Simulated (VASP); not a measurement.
Runs of VASP 6.6.1 on PbS (rocksalt type). The structure is that of space group Fm-3m (No. 225), or close to it. The cells are those of the table. 

| task | cell | k mesh for the DOS | occupations for the DOS | gap on the mesh (eV) | pressure (GPa) |
| --- | --- | --- | --- | --- | --- |
| single point | a = 3.808 Å, angles 60.0°, 2 atoms | - | - | 0.08 | 34.4 |
| single point | a = 4.162 Å, angles 60.0°, 2 atoms | - | - | 0.28 | (c) |
| single point | a = 4.249 Å, angles 60.0°, 2 atoms | - | - | 0.50 | -0.1 |
| single point | a = 3.481 Å, angles 60.0°, 2 atoms | - | - | none | (b) |
| single point | a = 3.944 Å, angles 60.0°, 2 atoms | - | - | (a) | 18.8 |

Alike in all rows: level PBE; potentials or basis VASP PAW PBE potentials, release 64 (Pb_d, S); no spin polarisation; k mesh 14 × 14 × 14; cutoff (eV) 520; smearing fermi-dirac 0.1 eV.

Estimate the missing entries.

(a) 0.35; (b) 107.3; (c) 3.7.

Caveats: spin-orbit coupling is left out, which moves the levels of the heavy elements.

A k mesh can miss the band edges, and the runs leave out spin-orbit coupling on Pb.

A gap of «none» marks levels without a gap at the run's occupations.
